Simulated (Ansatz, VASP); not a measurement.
Au in VASP and in Ansatz

The input INCAR:

```
SYSTEM = Au
  PREC = Accurate
  ENCUT = 500
  EDIFF = 1E-6
  ISMEAR = 0
  SIGMA = 0.15
  LREAL = .False.
  LASPH = .True.
  NELM = 120
  ALGO = Normal
  ISIF = 2
  LWAVE = .False.
  LCHARG = .False.
  GGA = PE
  NBANDS = 18
  GGA_COMPAT = .False.
```

Contents of KPOINTS:

```
regular mesh
0
Gamma
  18 18 10
  0 0 0
```

The input POSCAR:

```
Au
1.0
    2.9898859851      0.0000000000      0.0000000000
   -1.4949429925      2.5893172175      0.0000000000
    0.0000000000      0.0000000000      5.0122815957
Au
2
Direct
    0.1886622649      0.6666666667      0.7500000000
    0.8113377351      0.3333333333      0.2500000000
```

Input for Ansatz:

```yaml
crystal:
  lattice:
    - [2.9898859851, 0.0, 0.0]
    - [-1.4949429925, 2.5893172175, 0.0]
    - [0.0, 0.0, 5.0122815957]
  atoms:
    - { symbol: Au, position: [0.1886622649, 0.6666666667, 0.75] }
    - { symbol: Au, position: [0.8113377351, 0.3333333333, 0.25] }
basis:
  ecutwfc: 420
kpoints:
  mp_grid: { grid: [18, 18, 10] }
hamiltonian:
  xc: pbe
scf:
  occupations: { method: gaussian, width: 0.15 }
output:
  forces: true
  stress: true
  eigenvalues: true
```

Change from the starting cell: mode 4 frozen in at -0.422 Å, equal normal strain along x, y and z +0.0250.

Alike in both runs: task single point; functional PBE; k mesh 18 × 18 × 10; occupations gaussian, width 0.15 eV; no spin polarisation.

|  | VASP | Ansatz |
| --- | --- | --- |
| version | VASP 6.6.1 | Ansatz 0.2.0 |
| potentials or method | VASP PAW PBE potentials, release 64 (Au), cutoff 500 eV | scalar-relativistic, plane waves, PAW |
| valence electrons in the cell | 22 | 38 |

|  | VASP | Ansatz | Ansatz less VASP |
| --- | --- | --- | --- |
| gap on the k mesh at the Fermi level (eV) | none | none | - |
| pressure (GPa) | -4.7 | -4.6 | +0.16 |
| traceless stress, the component that is largest in VASP (GPa) | 6.48 | 6.53 | +0.048 |
| rms of the force components (eV/Å) | 0.277 | 0.279 | +0.0018 |

Atom by atom the forces differ by 0.002 eV/Å (rms over components). A gap of «none» marks a metal or a gap that the smearing closes. VASP's potentials hold 22 valence electrons a cell and Ansatz's 38, so a difference there can come from the potentials and not from the codes.

Neither program's run includes spin-orbit coupling.
